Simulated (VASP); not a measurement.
Write the native input for VASP 6.6.1 that does the following.

* Task: single point
* Functional: PBE
* Dispersion: D3(BJ)
* Potentials or basis: VASP PAW PBE potentials, release 64 (As, In_d, F)
* Cutoff: 520 eV
* k mesh: 6 × 6 × 1
* Occupations: gaussian, width 0.1 eV
* Spin: no spin polarisation
* Dipole correction: yes
* Further INCAR settings: ALGO = Normal; EDIFF = 1e-06; NBANDS = 30

The structure of In2As2F lies in POSCAR:

```
In2As2F
1.0
    4.3220706728      0.0000000000      0.0000000000
   -2.1610353364      3.7430229996      0.0000000000
    0.0000000000      0.0000000000     21.7386927254
As In F
2 2 1
Direct
    0.0000000000      0.0000000000      0.1840037048
    0.3333333333      0.6666666667      0.3557112061
    0.3333333333      0.6666666667      0.2245875152
    0.6666666667      0.3333333333      0.3881876814
    1.0000000000      1.0000000000      0.5031899969
```

One way to write it, as run:

INCAR

```
SYSTEM = In2As2F
ALGO = Normal
DIPOL = 0.5 0.5 0.331
EDIFF = 1E-6
ENCUT = 520
GGA = PE
IDIPOL = 3
ISIF = 2
ISMEAR = 0
IVDW = 12
LASPH = .True.
LCHARG = .False.
LDIPOL = .True.
LREAL = .False.
LWAVE = .False.
NBANDS = 30
NELM = 80
PREC = Accurate
SIGMA = 0.1
```

KPOINTS

```
k-points
0
Gamma
  6 6 1
  0 0 0
```

Potentials or basis: VASP PAW PBE potentials, release 64 (As, In_d, F).

The run is started by

```sh
$ cat potpaw_PBE.64/As/POTCAR potpaw_PBE.64/In_d/POTCAR potpaw_PBE.64/F/POTCAR > POTCAR
$ mpirun -np 1 vasp_std > vasp.out
```

It gave:

* Largest force: 1.256 eV/Å
* Dispersion energy per atom: -0.178 eV

Caveat: an odd number of electrons without spin polarisation forces a metal; a magnetic or distorted state may lie lower.

It took 86 s on 1 thread of Intel(R) Xeon(R) 6975P-C (Granite Rapids), on a shared host, peak memory 0.42 GiB.
